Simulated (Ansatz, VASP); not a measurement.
C in VASP and in Ansatz

Contents of POSCAR:

```
C
1.0
    0.0000000000      1.7801241426      1.7801241426
    1.7801241426      0.0000000000      1.7801241426
    1.7801241426      1.7801241426      0.0000000000
C
2
Direct
    0.0000000000      0.0000000000      0.0000000000
    0.2500000000      0.2500000000      0.2500000000
```

Contents of INCAR.step1:

```
PREC = Accurate
ENCUT = 1000
EDIFF = 1E-5
ISMEAR = 0
SIGMA = 0.01
LREAL = False
LASPH = True
NELM = 120
ALGO = Normal
ISIF = 2
LWAVE = True
GGA = PE
NBANDS = 11
GGA_COMPAT = False
```

INCAR.step2

```
PREC = Accurate
ENCUT = 1000
EDIFF = 1E-6
ISMEAR = 0
SIGMA = 0.01
LREAL = False
LASPH = True
NELM = 120
ALGO = Normal
ISIF = 2
LWAVE = False
LCHARG = True
GGA = PE
LHFCALC = True
AEXX = 0.75
HFSCREEN = 0.5
PRECFOCK = Normal
LELF = True
LVHAR = True
ISTART = 1
NBANDS = 11
GGA_COMPAT = False
```

KPOINTS

```
Automatic mesh
0
Gamma
  6 6 6
```

Input for Ansatz:

```yaml
crystal:
  lattice:
    - [0.0, 1.7801241426, 1.7801241426]
    - [1.7801241426, 0.0, 1.7801241426]
    - [1.7801241426, 1.7801241426, 0.0]
  atoms:
    - { symbol: C, position: [0.0, 0.0, 0.0] }
    - { symbol: C, position: [0.25, 0.25, 0.25] }
kpoints:
  mp_grid: { grid: [6, 6, 6] }
hamiltonian:
  xc: { exchange: pbe, correlation: pbe, exx: { coeff: 0.75, omega: 0.5 } }
scf:
  occupations: { method: fixed }
  n_extra_bands: 4
output:
  forces: true
  stress: true
  eigenvalues: true
```

Alike in both runs: task single point; functional PBE-based screened hybrid with a share of 0.75 of exact exchange and HFSCREEN = 0.5; k mesh 6 × 6 × 6; no spin polarisation.

|  | VASP | Ansatz |
| --- | --- | --- |
| version | VASP 6.6.1 | Ansatz 0.2.0 |
| potentials or method | VASP PAW PBE potentials, release 64 (C_h) | plane waves |
| plane-wave cutoff (eV) | 1000 | 420 |
| occupations | gaussian, width 0.01 eV | fixed |
| valence electrons in the cell | 8 | 8 |

```csv
,VASP,Ansatz,Ansatz less VASP
gap on the k mesh at the Fermi level (eV),5.99,6.00,+0.010
```

VASP's potentials were made for PBE, not for PBE-based screened hybrid. Ansatz's warnings: stress exchange threshold loose, stress scf threshold loose.

The k mesh is coarse, so the values compare programs but aren't converged.
